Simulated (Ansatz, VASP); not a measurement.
Two plane-wave programs on Te3W

```
CELL_PARAMETERS angstrom
5.36939 0.00000 0.00000
0.00000 5.36939 0.00000
0.00000 0.00000 5.36939
ATOMIC_POSITIONS crystal
Te 0.00000 0.00000 0.50000
Te 0.00000 0.50000 0.00000
Te 0.50000 0.00000 0.00000
W 0.00000 0.00000 0.00000
```

Alike in both runs: task electric field gradients; functional PBE; k mesh 8 × 8 × 8; occupations fermi-dirac, width 0.15 eV; no spin polarisation.

|  | VASP | Ansatz |
| --- | --- | --- |
| version | VASP 6.6.1 | Ansatz 0.2.0 |
| potentials or method | VASP PAW PBE potentials, release 64 (Te, W_sv), cutoff 520 eV | scalar-relativistic, plane waves, PAW |
| valence electrons in the cell | 32 | 62 |

|  | VASP | Ansatz | Ansatz less VASP |
| --- | --- | --- | --- |
| gap on the k mesh at the Fermi level (eV) | none | none | - |
| pressure (GPa) | 0.0 | 0.0 | +0.03 |
| size of Vzz on the site where it differs most (V/Å²) | 47.3 | 64.6 | +17.26 |

A gap of «none» marks a metal or a gap that the smearing closes. VASP's potentials hold 32 valence electrons a cell and Ansatz's 62, so a difference there can come from the potentials and not from the codes.

Spin-orbit coupling is off throughout.
